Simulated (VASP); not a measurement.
# Mn (Im-3m) in VASP: single point with r2SCAN

Aim: the single point of Mn with r2SCAN.

Everything below comes from runs of VASP 6.6.1. Logs are shortened: lines on timing, memory, paths and dates and some standing lists are left out, and cuts for length are marked.

## 1. The cell of the first run

Symmetry: Im-3m, No. 229, cubic system. Conventional cell: a = 2.740 Å, b = 2.740 Å, c = 2.740 Å, α = 90.00°, β = 90.00°, γ = 90.00°. Within 3.1 Å of Mn (site symmetry m-3m) lie 14 Mn at 2.37 to 2.74 Å.

This isn't the form of Mn at room conditions, which is a 58-atom cubic cell.

## 2. Single point, r2SCAN, collinear spin, ferromagnetic start

Contents of POSCAR:

```
Mn
1.0
    2.7400000000      0.0000000000      0.0000000000
    0.0000000000      2.7400000000      0.0000000000
    0.0000000000      0.0000000000      2.7400000000
Mn
2
Direct
    0.0000000000      0.0000000000      0.0000000000
    0.5000000000      0.5000000000      0.5000000000
```

Contents of INCAR.step1:

```
ALGO     = Normal         # electronic algorithm
EDIFF    = 1E-5           # SCF threshold, eV
ENCUT    = 550            # plane-wave cutoff, eV
GGA      = PE             # functional
GGA_COMPAT= False        
ISMEAR   = -1             # smearing method
ISPIN    = 2              # spin polarisation
LASPH    = True           # aspherical terms in the spheres
LCHARG   = False          # write CHGCAR
LMAXMIX  = 4              # l up to which the mixer works
LREAL    = False          # projectors in reciprocal space
LWAVE    = True           # write WAVECAR
MAGMOM   = 3 3            # initial moments
NBANDS   = 24             # bands
NELM     = 200            # most SCF steps
PREC     = Accurate       # precision mode
SIGMA    = 0.05           # smearing width, eV
```

Contents of INCAR.step2:

```
ALGO     = Normal         # electronic algorithm
EDIFF    = 1E-6           # SCF threshold, eV
ENCUT    = 550            # plane-wave cutoff, eV
GGA_COMPAT= False        
ISIF     = 2              # what is computed and relaxed
ISMEAR   = -1             # smearing method
ISPIN    = 2              # spin polarisation
ISTART   = 1            
LASPH    = True           # aspherical terms in the spheres
LCHARG   = False          # write CHGCAR
LMAXMIX  = 4              # l up to which the mixer works
LMIXTAU  = True         
LORBIT   = 11             # projections on sites
LREAL    = False          # projectors in reciprocal space
LWAVE    = False          # write WAVECAR
MAGMOM   = 3 3            # initial moments
METAGGA  = R2SCAN         # meta-GGA
NBANDS   = 24             # bands
NELM     = 200            # most SCF steps
PREC     = Accurate       # precision mode
SIGMA    = 0.05           # smearing width, eV
```

Contents of KPOINTS:

```
k-points
0
Gamma
  6 6 6
```

Potentials or basis: VASP PAW PBE potentials, release 64 (Mn_pv).

Started as:

```sh
cat potpaw_PBE.64/Mn_pv/POTCAR > POTCAR
cp INCAR.step1 INCAR
mpirun -np 1 vasp_std > vasp.out
cp INCAR.step2 INCAR
mpirun -np 1 vasp_std > vasp.out
```

OUTCAR:

```text
EDIFF = 1E-6
   ENCUT = 550
   ISIF = 2
   ISMEAR = -1
   ISPIN = 2
   ISTART = 1
   LASPH = True
   LORBIT = 11
   LREAL = False
   METAGGA = R2SCAN
   NELM = 200
   PREC = Accurate

 ion  position               nearest neighbor table
   1  0.000  0.000  0.000-   2 2.37   2 2.37   2 2.37   2 2.37   2 2.37   2 2.37   2 2.37   2 2.37

   2  0.500  0.500  0.500-   1 2.37   1 2.37   1 2.37   1 2.37   1 2.37   1 2.37   1 2.37   1 2.37

  LATTYP: Found a simple cubic cell.
 ALAT       =     2.7400000000

  Lattice vectors:

 A1 = (   2.7400000000,   0.0000000000,   0.0000000000)
 A2 = (   0.0000000000,   2.7400000000,   0.0000000000)
 A3 = (   0.0000000000,   0.0000000000,   2.7400000000)

Analysis of symmetry for initial positions (statically):
=====================================================================
 Subroutine PRICEL returns following result:

  LATTYP: Found a body centered cubic cell.
 ALAT       =     2.7400000000

  Lattice vectors:

 A1 = (   1.3700000000,   1.3700000000,  -1.3700000000)
 A2 = (  -1.3700000000,   1.3700000000,   1.3700000000)
 A3 = (   1.3700000000,  -1.3700000000,   1.3700000000)

   2 primitive cells build up your supercell.

 Routine SETGRP: Setting up the symmetry group for a
 simple cubic supercell.

 Subroutine GETGRP returns: Found 48 space group operations
 (whereof 48 operations were pure point group operations)
 out of a pool of 48 trial point group operations.

The static configuration has the point symmetry O_h .

Analysis of symmetry for dynamics (positions and initial velocities):
=====================================================================
 Subroutine PRICEL returns following result:

  LATTYP: Found a body centered cubic cell.
 ALAT       =     2.7400000000

  Lattice vectors:

 A1 = (   1.3700000000,   1.3700000000,  -1.3700000000)
 A2 = (  -1.3700000000,   1.3700000000,   1.3700000000)
 A3 = (   1.3700000000,  -1.3700000000,   1.3700000000)

   2 primitive cells build up your supercell.

 Routine SETGRP: Setting up the symmetry group for a
 simple cubic supercell.

 Subroutine GETGRP returns: Found 48 space group operations
 (whereof 48 operations were pure point group operations)
 out of a pool of 48 trial point group operations.

The dynamic configuration has the point symmetry O_h .

Analysis of structural, dynamic, and magnetic symmetry:
=====================================================================
 Subroutine PRICEL returns following result:

  LATTYP: Found a body centered cubic cell.
 ALAT       =     2.7400000000

  Lattice vectors:

 A1 = (   1.3700000000,   1.3700000000,  -1.3700000000)
 A2 = (  -1.3700000000,   1.3700000000,   1.3700000000)
 A3 = (   1.3700000000,  -1.3700000000,   1.3700000000)

   2 primitive cells build up your supercell.

 Routine SETGRP: Setting up the symmetry group for a
 simple cubic supercell.

 Subroutine GETGRP returns: Found 48 space group operations
 (whereof 48 operations were pure point group operations)
 out of a pool of 48 trial point group operations.

The overall configuration has the point symmetry O_h .

 Subroutine INISYM returns: Found 48 space group operations
 (whereof 48 operations are pure point group operations),
 and found     2 'primitive' translations

----------------------------------------------------------------------------------------

                                     Primitive cell

  volume of cell :      10.2854

  direct lattice vectors                    reciprocal lattice vectors
     1.370000000  1.370000000 -1.370000000     0.364963504  0.364963504  0.000000000
    -1.370000000  1.370000000  1.370000000    -0.000000000  0.364963504  0.364963504
     1.370000000 -1.370000000  1.370000000     0.364963504  0.000000000  0.364963504

  length of vectors
     2.372909606  2.372909606  2.372909606     0.516136337  0.516136337  0.516136337

  position of ions in fractional coordinates (direct lattice)
     0.000000000  0.000000000  0.000000000

  ion indices of the primitive-cell ions
   primitive index   ion index
                 1           1

----------------------------------------------------------------------------------------

 KPOINTS: k-points

Automatic generation of k-mesh.
 Grid dimensions read from file:
 generate k-points for:    6    6    6

 Generating k-lattice:

  Cartesian coordinates                     Fractional coordinates (reciprocal lattice)
     0.060827251  0.000000000  0.000000000     0.166666667  0.000000000  0.000000000
     0.000000000  0.060827251  0.000000000     0.000000000  0.166666667  0.000000000
     0.000000000  0.000000000  0.060827251     0.000000000  0.000000000  0.166666667

  Length of vectors
     0.060827251  0.060827251  0.060827251

  Shift w.r.t. Gamma in fractional coordinates (k-lattice)
     0.000000000  0.000000000  0.000000000

 Subroutine IBZKPT returns following result:
 ===========================================

 Found     20 irreducible k-points:

 Following reciprocal coordinates:
            Coordinates               Weight
  0.000000  0.000000  0.000000      1.000000
  0.166667  0.000000  0.000000      6.000000
  0.333333  0.000000  0.000000      6.000000
  0.500000  0.000000  0.000000      3.000000
  0.166667  0.166667  0.000000     12.000000
  0.333333  0.166667  0.000000     24.000000
[... 12 lines left out ...]
  0.500000  0.500000  0.333333      6.000000
  0.500000  0.500000  0.500000      1.000000
   k-points           NKPTS =     20   k-points in BZ     NKDIM =     20   number of bands    NBANDS=     24
   number of dos      NEDOS =    301   number of ions     NIONS =      2
   total plane-waves  NPLWV =  13824
   dimension x,y,z NGX =    24 NGY =   24 NGZ =   24
   dimension x,y,z NGXF=    48 NGYF=   48 NGZF=   48
   ions per type =               2
   NGX,Y,Z   is equivalent  to a cutoff of  14.56, 14.56, 14.56 a.u.
   NGXF,Y,Z  is equivalent  to a cutoff of  29.12, 29.12, 29.12 a.u.
 SYSTEM =  unknown system
   PREC   = accura    normal or accurate (medium, high low for compatibility)
   ISTART =      1    job   : 0-new  1-cont  2-samecut
   ICHARG =      0    charge: 1-file 2-atom 10-const
   ISPIN  =      2    spin polarized calculation?
   LNONCOLLINEAR =      F non collinear calculations
   LSORBIT =      F    spin-orbit coupling
   LASPH  =      T    aspherical Exc in radial PAW
   ENCUT  =  550.0 eV  40.42 Ry    6.36 a.u.   5.24  5.24  5.24*2*pi/ulx,y,z
   NELM   =    200;   NELMIN=  2; NELMDL=  0     # of ELM steps
   EDIFF  = 0.1E-05   stopping-criterion for ELM
   LREAL  =      F    real-space projection
   EDIFFG = 0.1E-04   stopping-criterion for IOM
   NSW    =      0    number of steps for IOM
   IBRION =     -1    ionic relax: 0-MD 1-quasi-New 2-CG
   NFREE  =      0    steps in history (QN), initial steepest desc. (CG)
   ISIF   =      2    stress and relaxation
   ISYM   =      2    0-nonsym 1-usesym 2-fastsym
   POTIM  = 0.5000    time-step for ionic-motion
   TEBEG  =    0.0;   TEEND  =   0.0 temperature during run
   PSTRESS=    0.0 pullay stress
   NELECT =      26.0000    total number of electrons
   NUPDOWN=      -1.0000    fix difference up-down
   EMIN   =  10.00;   EMAX   =-10.00  energy-range for DOS
   EFERMI =   0.00;   METHOD = LEGACY
   ISMEAR =    -1;   SIGMA  =   0.05  broadening in eV -4-tet -1-fermi 0-gaus
   EFERMI_NEDOS =   21; number of points for ismear=-14 and -15
   IALGO  =     38    algorithm
   IMIX   =      4    mixing-type and parameters
     AMIX     =   0.40;   BMIX     =  1.00
     AMIX_MAG =   1.60;   BMIX_MAG =  1.00
  volume/ion in A,a.u.               =      10.29        69.41
  Fermi-wavevector in a.u.,A,eV,Ry     =   1.770036  3.344883 42.627417  3.133027
  Thomas-Fermi vector in A             =   2.836906
   LORBIT       =     11    0 simple, 1 ext, 2 COOP (PROOUT), +10 PAW based schemes
   METAGGA = R2SCAN    functional components
   LHFCALC =     F    Hartree Fock is set to
   AEXX    =    0.0000 exact exchange contribution
   IVDW    =     0    specifies the selected vdW correction
   LEPSILON=     F    determine dielectric tensor
   LRPA    =     F    only Hartree local field effects (RPA)
 spin polarized calculation
  energy-cutoff  :      550.00
  volume of cell :       20.57
 maximum number of plane-waves:       624
 NGX is ok and might be reduce to    24
   NGX = 11   NGY = 11   NGZ = 11

 number of electron      25.9999972 magnetization       2.0052964

 Free energy of the ion-electron system (eV)
  ---------------------------------------------------
  ext. energy  EPLUGINS =         0.00000000
  ---------------------------------------------------
  free energy    TOTEN  =       -28.62144624 eV

  energy without entropy =      -28.59933497  energy(sigma->0) =      -28.61039060

 E-fermi :  11.2213     XC(G=0): -15.6905

 val. band max:       11.1415996899   @ k =   0.5000   0.5000   0.0000
 cond. band min:      11.2216610842   @ k =   0.5000   0.5000   0.1667
 fundamental gap:      0.0800613943
 Fermi energy:        11.2212907894

 spin component 1

 k-point     1 :       0.0000    0.0000    0.0000
  band No.  band energies     occupation
      1     -39.6381      1.00000
      2     -39.6381      1.00000
      3     -39.6381      1.00000
      4     -39.0218      1.00000
      5     -39.0218      1.00000
      6     -39.0218      1.00000
[... 529 lines left out ...]
     23      24.9015      0.00000
     24      24.9015      0.00000
 Fermi energy:        11.2212907894

 spin component 2

 k-point     1 :       0.0000    0.0000    0.0000
  band No.  band energies     occupation
      1     -38.0811      1.00000
      2     -38.0811      1.00000
      3     -38.0810      1.00000
      4     -37.4270      1.00000
      5     -37.4270      1.00000
      6     -37.4269      1.00000
[... 529 lines left out ...]
     23      25.6005      0.00000
     24      25.6005      0.00000

------------------------ aborting loop because EDIFF is reached ----------------------------------------

  FORCE on cell =-STRESS in cart. coord.  units (eV):
  Direction    XX          YY          ZZ          XY          YZ          ZX
  --------------------------------------------------------------------------------------
  -------------------------------------------------------------------------------------
  Total        1.7305657      1.7305657      1.7305657     -0.0000000      0.0000000      0.0000000
  in kB      134.7866819    134.7866819    134.7866819     -0.0000000      0.0000000      0.0000000
  external PRESSURE =     134.7866819 kB  Pullay stress =       0.0000000 kB

 VOLUME and BASIS-vectors are now :
 -----------------------------------------------------------------------------
  energy-cutoff  :      550.00
  volume of cell :       20.57
      direct lattice vectors                 reciprocal lattice vectors
     2.740000000  0.000000000  0.000000000     0.364963504  0.000000000  0.000000000
     0.000000000  2.740000000  0.000000000     0.000000000  0.364963504  0.000000000
     0.000000000  0.000000000  2.740000000     0.000000000  0.000000000  0.364963504

 POSITION                                       TOTAL-FORCE (eV/Angst)
 -----------------------------------------------------------------------------------
      0.00000      0.00000      0.00000        -0.000000      0.000000      0.000000
      1.37000      1.37000      1.37000         0.000000     -0.000000     -0.000000
 -----------------------------------------------------------------------------------
    total drift:                                0.000000      0.000000     -0.000000

  FREE ENERGIE OF THE ION-ELECTRON SYSTEM (eV)
  ---------------------------------------------------
  free  energy   TOTEN  =       -28.6214462406 eV

  energy  without entropy=      -28.5993349676  energy(sigma->0) =      -28.61039060

 total charge

# of ion       s       p       d       tot
------------------------------------------
    1        0.469   6.450   5.178  12.097
    2        0.469   6.450   5.178  12.097
--------------------------------------------------
tot          0.938  12.901  10.356  24.195

 magnetization (x)

# of ion       s       p       d       tot
------------------------------------------
    1       -0.011  -0.037   1.069   1.021
    2       -0.011  -0.037   1.069   1.021
--------------------------------------------------
tot         -0.022  -0.073   2.138   2.043
```

Run time: 2.2 min. Hardware: 1 thread of Intel Xeon 8259CL, shared host; peak memory 0.16 GiB.

Results:

```
Free energy                                           : -28.6214 eV
Pressure                                              : 13.5 GPa
Band gap on the k mesh                                : zero (filled and empty bands overlap)
Net moment                                            : 2.01 μB per cell
Site moments                                          : Mn +1.02 μB
Valence electrons inside the program's atomic spheres : Mn 12.10
```

Caveat: the k points lie up to 0.38 Å⁻¹ apart, too coarse for converged energies and pressures of a metal; the PAW data sets were made with another functional, which shifts forces and pressure a little.

The gap in the log of VASP goes by the Fermi energy; the results here count the filled bands.